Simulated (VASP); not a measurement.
# Rh (Pm-3m) in VASP: a series of runs, part 2 of 2

VASP 6.6.1. Earlier steps stand in the parts before.

## Step 5: Single point, LDA

This run uses another cell than the first one, of 14.68 Å³/atom, 1.034 times its volume.

INCAR reads:

```
PREC     = Accurate       # precision mode
ENCUT    = 520            # plane-wave cutoff, eV
EDIFF    = 1E-6           # SCF threshold, eV
ISMEAR   = 0              # smearing method
SIGMA    = 0.1            # smearing width, eV
LREAL    = F              # projectors in reciprocal space
LASPH    = T              # aspherical terms in the spheres
NELM     = 80             # most SCF steps
ALGO     = Normal         # electronic algorithm
ISIF     = 2              # what is computed and relaxed
LWAVE    = F              # write WAVECAR
LCHARG   = F              # write CHGCAR
GGA      = CA             # functional
NBANDS   = 14             # bands
```

KPOINTS reads:

```
regular mesh
0
Gamma
  10 10 10
```

POSCAR reads:

```
Rh
1.0
    2.4483684834      0.0000000000      0.0000000000
    0.0000000000      2.4483684834      0.0000000000
    0.0000000000      0.0000000000      2.4483684834
Rh
1
Direct
    0.0000000000      0.0000000000      0.0000000000
```

Potentials or basis: VASP PAW LDA potentials, release 64 (Rh_pv).

The run is started by

```bash
cat potpaw_LDA.64/Rh_pv/POTCAR > POTCAR
mpirun -np 1 vasp_std > vasp.out
```

OUTCAR:

```text
PREC = Accurate
   ENCUT = 520
   EDIFF = 1E-6
   ISMEAR = 0
   LREAL = F
   LASPH = T
   NELM = 80
   ISIF = 2
   GGA = CA

 ion  position               nearest neighbor table
   1  0.000  0.000  0.000-

  LATTYP: Found a simple cubic cell.
 ALAT       =     2.4483684834

  Lattice vectors:

 A1 = (   2.4483684834,   0.0000000000,   0.0000000000)
 A2 = (   0.0000000000,   2.4483684834,   0.0000000000)
 A3 = (   0.0000000000,   0.0000000000,   2.4483684834)

Analysis of symmetry for initial positions (statically):
=====================================================================
 Subroutine PRICEL returns:
 Original cell was already a primitive cell.

 Routine SETGRP: Setting up the symmetry group for a
 simple cubic supercell.

 Subroutine GETGRP returns: Found 48 space group operations
 (whereof 48 operations were pure point group operations)
 out of a pool of 48 trial point group operations.

The static configuration has the point symmetry O_h .

Analysis of symmetry for dynamics (positions and initial velocities):
[... 169 lines left out ...]
      4       3.1940      2.00000
      5       4.7893      2.00000
      6       4.7893      2.00000
      7      11.6377      0.00000
      8      11.6377      0.00000
      9      11.6377      0.00000
     10      28.1574      0.00000
     11      28.1574      0.00000
     12      28.1574      0.00000
     13      31.4856      0.00000
     14      36.3945      0.00000
[... 377 lines left out ...]
      1     -35.8731      2.00000
      2     -35.2674      2.00000
      3     -35.2601      2.00000
      4       5.5003      2.00000
      5       5.7416      2.00000
      6       7.5767      2.00000
      7       9.5185      2.00000
      8      10.2547      2.00000
      9      11.2572      0.00000
     10      21.2719      0.00000
     11      29.3298      0.00000
     12      29.5470      0.00000
     13      31.4925      0.00000
     14      33.3596      0.00000

 [... further k-points ...]

------------------------ aborting loop because EDIFF is reached ----------------------------------------

  FORCE on cell =-STRESS in cart. coord.  units (eV):
  Direction    XX          YY          ZZ          XY          YZ          ZX
  --------------------------------------------------------------------------------------
  -------------------------------------------------------------------------------------
  Total        0.9965657      0.9965657      0.9965657      0.0000000      0.0000000      0.0000000
  in kB      108.7892998    108.7892998    108.7892998      0.0000000      0.0000000      0.0000000
  external PRESSURE =     108.7892998 kB  Pullay stress =       0.0000000 kB

 VOLUME and BASIS-vectors are now :
 -----------------------------------------------------------------------------
  energy-cutoff  :      520.00
  volume of cell :       14.68
      direct lattice vectors                 reciprocal lattice vectors
     2.448368483  0.000000000  0.000000000     0.408435253  0.000000000  0.000000000
     0.000000000  2.448368483  0.000000000     0.000000000  0.408435253  0.000000000
     0.000000000  0.000000000  2.448368483     0.000000000  0.000000000  0.408435253

 POSITION                                       TOTAL-FORCE (eV/Angst)
 -----------------------------------------------------------------------------------
      0.00000      0.00000      0.00000         0.000000      0.000000      0.000000
 -----------------------------------------------------------------------------------
    total drift:                                0.000000      0.000000      0.000000

  FREE ENERGIE OF THE ION-ELECTRON SYSTEM (eV)
  ---------------------------------------------------
  free  energy   TOTEN  =        -7.7688046160 eV

  energy  without entropy=       -7.7598991365  energy(sigma->0) =       -7.76435188
```

OSZICAR:

```text
N       E                     dE             d eps       ncg     rms          rms(c)
DAV:   1     0.120176975315E+03    0.12018E+03   -0.88297E+03  1592   0.113E+03
DAV:   2    -0.650382398485E+01   -0.12668E+03   -0.12069E+03  1706   0.339E+02
DAV:   3    -0.808016356042E+01   -0.15763E+01   -0.15734E+01  1952   0.421E+01
DAV:   4    -0.808663479842E+01   -0.64712E-02   -0.64711E-02  1768   0.274E+00
DAV:   5    -0.808669891796E+01   -0.64120E-04   -0.64117E-04  1970   0.244E-01    0.105E+01
DAV:   6    -0.778069159959E+01    0.30601E+00   -0.53063E-01  1742   0.980E+00    0.439E+00
DAV:   7    -0.777165724249E+01    0.90344E-02   -0.16738E-02  1772   0.997E-01    0.214E+00
DAV:   8    -0.776883366686E+01    0.28236E-02   -0.22386E-03  1736   0.641E-01    0.548E-02
DAV:   9    -0.776880474556E+01    0.28921E-04   -0.73243E-05  1886   0.116E-01    0.168E-02
DAV:  10    -0.776880461599E+01    0.12957E-06   -0.29553E-06  1742   0.181E-02
   1 F= -.77688046E+01 E0= -.77643519E+01  d E =-.890548E-02
```

stdout:

```text
POSCAR found type information on POSCAR Rh
 POSCAR found :  1 types and       1 ions
 scaLAPACK will be used
 LDA part: xc-table for (Slater(with rela. corr.)+CA(PZ))
 , standard interpolation
 POSCAR, INCAR and KPOINTS ok, starting setup
 FFT: planning ... GRIDC
 FFT: planning ... GRID_SOFT
 FFT: planning ... GRID
 WAVECAR not read
 entering main loop
```

Wall time 5.4 s (1 thread of Intel Xeon Platinum 8259CL at 2.50GHz (Skylake/Cascade Lake), shared host); peak memory 0.12 GiB.

Results:

- Free energy: -7.7688 eV
- Pressure: 10.9 GPa

## Step 6: Relaxation of cell and atoms, LDA

This run uses another cell than the first one, of 15.07 Å³/atom, 1.061 times its volume.

INCAR reads:

```
SYSTEM = Rh
  ALGO = Normal
  EDIFF = 1E-6
  EDIFFG = -0.03
  ENCUT = 600
  IBRION = 2
  ISIF = 3
  ISMEAR = 0
  LASPH = .TRUE.
  LCHARG = .FALSE.
  LREAL = .FALSE.
  LWAVE = .FALSE.
  NELM = 60
  NSW = 60
  PREC = Accurate
  SIGMA = 0.1
```

KPOINTS reads:

```
k-points
0
G
  10 10 10
  0 0 0
```

POSCAR reads:

```
Rh
1.0
    2.4700000000      0.0000000000      0.0000000000
    0.0000000000      2.4700000000      0.0000000000
    0.0000000000      0.0000000000      2.4700000000
Rh
1
Direct
    0.0000000000      0.0000000000      0.0000000000
```

Potentials or basis: VASP PAW LDA potentials, release 64 (Rh_pv).

The run is started by

```bash
cat potpaw_LDA.64/Rh_pv/POTCAR > POTCAR
mpirun -np 1 vasp_std > vasp.out
```

OUTCAR:

```text
SYSTEM = Rh
   EDIFF = 1E-6
   EDIFFG = -0.03
   ENCUT = 600
   IBRION = 2
   ISIF = 3
   ISMEAR = 0
   LASPH = .TRUE.
   LREAL = .FALSE.
   NELM = 60
   NSW = 60
   PREC = Accurate

 ion  position               nearest neighbor table
   1  0.000  0.000  0.000-

  LATTYP: Found a simple cubic cell.
 ALAT       =     2.4700000000

  Lattice vectors:

 A1 = (   2.4700000000,   0.0000000000,   0.0000000000)
 A2 = (   0.0000000000,   2.4700000000,   0.0000000000)
 A3 = (   0.0000000000,   0.0000000000,   2.4700000000)

Analysis of symmetry for initial positions (statically):
=====================================================================
 Subroutine PRICEL returns:
 Original cell was already a primitive cell.

 Routine SETGRP: Setting up the symmetry group for a
 simple cubic supercell.

 Subroutine GETGRP returns: Found 48 space group operations
 (whereof 48 operations were pure point group operations)
 out of a pool of 48 trial point group operations.

The static configuration has the point symmetry O_h .

Analysis of symmetry for dynamics (positions and initial velocities):
=====================================================================
 Subroutine PRICEL returns:
 Original cell was already a primitive cell.

 Routine SETGRP: Setting up the symmetry group for a
 simple cubic supercell.

 Subroutine GETGRP returns: Found 48 space group operations
 (whereof 48 operations were pure point group operations)
 out of a pool of 48 trial point group operations.

The dynamic configuration has the point symmetry O_h .

 Subroutine INISYM returns: Found 48 space group operations
 (whereof 48 operations are pure point group operations),
 and found     1 'primitive' translations

----------------------------------------------------------------------------------------

                                     Primitive cell

  volume of cell :      15.0692

  direct lattice vectors                    reciprocal lattice vectors
     2.470000000  0.000000000  0.000000000     0.404858300  0.000000000  0.000000000
     0.000000000  2.470000000  0.000000000     0.000000000  0.404858300  0.000000000
     0.000000000  0.000000000  2.470000000     0.000000000  0.000000000  0.404858300

[... 94 lines left out ...]
   EMIN   =  10.00;   EMAX   =-10.00  energy-range for DOS
   EFERMI =   0.00;   METHOD = LEGACY
   ISMEAR =     0;   SIGMA  =   0.10  broadening in eV -4-tet -1-fermi 0-gaus
   EFERMI_NEDOS =   21; number of points for ismear=-14 and -15
   IALGO  =     38    algorithm
   IMIX   =      4    mixing-type and parameters
     AMIX     =   0.40;   BMIX     =  1.00
     AMIX_MAG =   1.60;   BMIX_MAG =  1.00
  volume/ion in A,a.u.               =      15.07       101.69
  Fermi-wavevector in a.u.,A,eV,Ry     =   1.634588  3.088923 36.353105  2.671878
  Thomas-Fermi vector in A             =   2.726202
   LORBIT       =      0    0 simple, 1 ext, 2 COOP (PROOUT), +10 PAW based schemes
   GGA     = CA    functional components
   LHFCALC =     F    Hartree Fock is set to
   AEXX    =    0.0000 exact exchange contribution
   IVDW    =     0    specifies the selected vdW correction
   LEPSILON=     F    determine dielectric tensor
   LRPA    =     F    only Hartree local field effects (RPA)
 conjugate gradient relaxation of ions
 non-spin polarized calculation
 Gauss-broadening in eV      SIGMA  =   0.10
  energy-cutoff  :      600.00
  volume of cell :       15.07
 maximum number of plane-waves:       516
 NGX is ok and might be reduce to    20
   NGX =  9   NGY =  9   NGZ =  9

--------------------------------------- Ionic step        1  -------------------------------------------

 number of electron      14.9999999 magnetization

 Free energy of the ion-electron system (eV)
  ---------------------------------------------------
  ext. energy  EPLUGINS =         0.00000000
  ---------------------------------------------------
  free energy    TOTEN  =        -7.78660228 eV

  energy without entropy =       -7.77756787  energy(sigma->0) =       -7.78208507

 E-fermi :  10.1993     XC(G=0): -13.6184

 val. band max:       10.1923818287   @ k =   0.2000   0.0000   0.0000
 cond. band min:      10.2056816018   @ k =   0.4000   0.2000   0.1000
 fundamental gap:      0.0132997732
 Fermi energy:        10.1993442761

 k-point     1 :       0.0000    0.0000    0.0000
  band No.  band energies     occupation
      1     -35.6511      2.00000
      2     -35.6511      2.00000
      3     -35.6511      2.00000
      4       2.9207      2.00000
      5       4.5501      2.00000
      6       4.5501      2.00000
      7      11.1388      0.00000
      8      11.1388      0.00000
      9      11.1388      0.00000
     10      27.5060      0.00000
     11      27.5060      0.00000
[... 391 lines left out ...]
--------------------------------------- Ionic step        3  -------------------------------------------

 number of electron      14.9999995 magnetization

 Free energy of the ion-electron system (eV)
  ---------------------------------------------------
  ext. energy  EPLUGINS =         0.00000000
  ---------------------------------------------------
  free energy    TOTEN  =        -7.78933320 eV

  energy without entropy =       -7.78019091  energy(sigma->0) =       -7.78476206

 E-fermi :   9.9321     XC(G=0): -13.5216

 val. band max:        9.9261704285   @ k =   0.2000   0.0000   0.0000
 cond. band min:       9.9389229614   @ k =   0.4000   0.2000   0.1000
 fundamental gap:      0.0127525329
 Fermi energy:         9.9320745665

 k-point     1 :       0.0000    0.0000    0.0000
  band No.  band energies     occupation
      1     -35.8961      2.00000
      2     -35.8961      2.00000
      3     -35.8961      2.00000
      4       2.7613      2.00000
      5       4.4091      2.00000
      6       4.4091      2.00000
      7      10.8461      0.00000
      8      10.8461      0.00000
      9      10.8461      0.00000
     10      27.1209      0.00000
     11      27.1209      0.00000
[... 350 lines left out ...]
  FREE ENERGIE OF THE ION-ELECTRON SYSTEM (eV)
  ---------------------------------------------------
  free  energy   TOTEN  =        -7.7893331988 eV

  energy  without entropy=       -7.7801909115  energy(sigma->0) =       -7.78476206

 reached required accuracy - stopping structural energy minimisation
```

OSZICAR:

```text
N       E                     dE             d eps       ncg     rms          rms(c)
DAV:   1     0.128792823528E+03    0.12879E+03   -0.10151E+04  1232   0.160E+03
DAV:   2    -0.632466941861E+01   -0.13512E+03   -0.12927E+03  1280   0.409E+02
DAV:   3    -0.809993861672E+01   -0.17753E+01   -0.17566E+01  1403   0.529E+01
[... 20 lines left out ...]
DAV:   3    -0.778871328618E+01    0.66297E-03   -0.56641E-03  1283   0.916E-01    0.424E-01
DAV:   4    -0.778932429002E+01   -0.61100E-03   -0.29079E-03  1270   0.566E-01    0.219E-02
DAV:   5    -0.778933910185E+01   -0.14812E-04   -0.38127E-05  1377   0.700E-02    0.114E-02
DAV:   6    -0.778933330790E+01    0.57939E-05   -0.15639E-06   983   0.194E-02    0.148E-03
DAV:   7    -0.778933319878E+01    0.10912E-06   -0.88709E-08   637   0.408E-03
   3 F= -.77893332E+01 E0= -.77847621E+01  d E =-.273092E-02
```

It took 12 s on 1 thread of Intel Xeon Platinum 8259CL at 2.50GHz (Skylake/Cascade Lake), shared host; peak memory 0.13 GiB.

What came out:

* Free energy: -7.7893 eV
* Relaxed volume: 15.31 Å³/atom
* Relaxed cell: a = 2.483 Å, b = 2.483 Å, c = 2.483 Å, α = 90.00°, β = 90.00°, γ = 90.00°
* Space group after relaxing (to 0.05 Å): Pm-3m (No. 221)
* Energy gained by relaxing: 2.7 meV/atom
* Ionic steps: 3
* Pressure after relaxing: 0.0 GPa

The path:
| step | energy change (eV) | largest force (eV/Å) | pressure (GPa) | volume (Å³) |
| --- | --- | --- | --- | --- |
| 1 | 0.0000 | 0.0000 | 3.74 | 15.07 |
| 2 | 0.0102 | 0.0000 | -7.42 | 15.85 |
| 3 | -0.0027 | 0.0000 | -0.04 | 15.31 |

Final structure:
```cif
data_structure
_symmetry_space_group_name_H-M 'P 1'
_symmetry_Int_Tables_number 1
_cell_length_a 2.4831
_cell_length_b 2.4831
_cell_length_c 2.4831
_cell_angle_alpha 90.000
_cell_angle_beta 90.000
_cell_angle_gamma 90.000
_cell_volume 15.31
loop_
_atom_site_label
_atom_site_type_symbol
_atom_site_fract_x
_atom_site_fract_y
_atom_site_fract_z
_atom_site_occupancy
Rh1 Rh 0.00000 0.00000 0.00000 1
```

## Step 7: Summary

| task | cell | cutoff (eV) | gap on the mesh (eV) | pressure (GPa) |
| --- | --- | --- | --- | --- |
| single point | a = 2.421 Å, 1 atom | 520 | none | 21.0 |
| single point | a = 2.481 Å, 1 atom | 520 | none | 0.7 |
| single point | a = 2.464 Å, 1 atom | 520 | none | 5.8 |
| single point | a = 2.448 Å, 1 atom | 520 | none | 10.9 |
| relaxation of cell and atoms | relaxed from a = 2.470 Å, 1 atom | 600 | none | 0.0 |

Alike in all rows: level LDA; potentials or basis VASP PAW LDA potentials, release 64 (Rh_pv); no spin polarisation; k mesh 10 × 10 × 10; smearing gaussian 0.1 eV.

Total energies depend on the potentials used, so only differences within one code and one set of settings carry meaning.
